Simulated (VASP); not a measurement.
BN:

```xyz
2
Lattice="0.0000 3.5639 2.2086 1.2762 0.0000 2.2086 1.2762 3.5639 0.0000" Properties=species:S:1:pos:R:3 pbc="T T T"
N     1.2762    3.5639    2.9447
B     1.2762    3.5639    0.0002
```

Base run:

| Item | Value |
| --- | --- |
| Program | VASP 6.6.1 |
| Functional | PBEsol |
| Potentials or basis | VASP PAW PBE potentials, release 64 (N, B) |
| Cutoff | 520 eV |
| k mesh | 13 × 13 × 13 |
| Occupations | fermi-dirac, width 0.05 eV |
| Spin | no spin polarisation |

Its results: band gap on the k mesh 3.75 eV, indirect (least direct gap 4.45 eV); pressure -11.4 GPa; largest force 0.007 eV/Å.

Task: The run is repeated on the same cell with these changes: functional from PBEsol to PBE. What comes out?

Result: Band gap on the k mesh 3.85 eV, indirect (least direct gap 4.51 eV); pressure -9.1 GPa; largest force 0.007 eV/Å.

PBE binds less tightly than PBEsol, so the same cell stands under more pressure.

Caveats: the PAW data sets were made with another functional, which shifts forces and pressure a little (some runs).

A k mesh can miss the band edges.
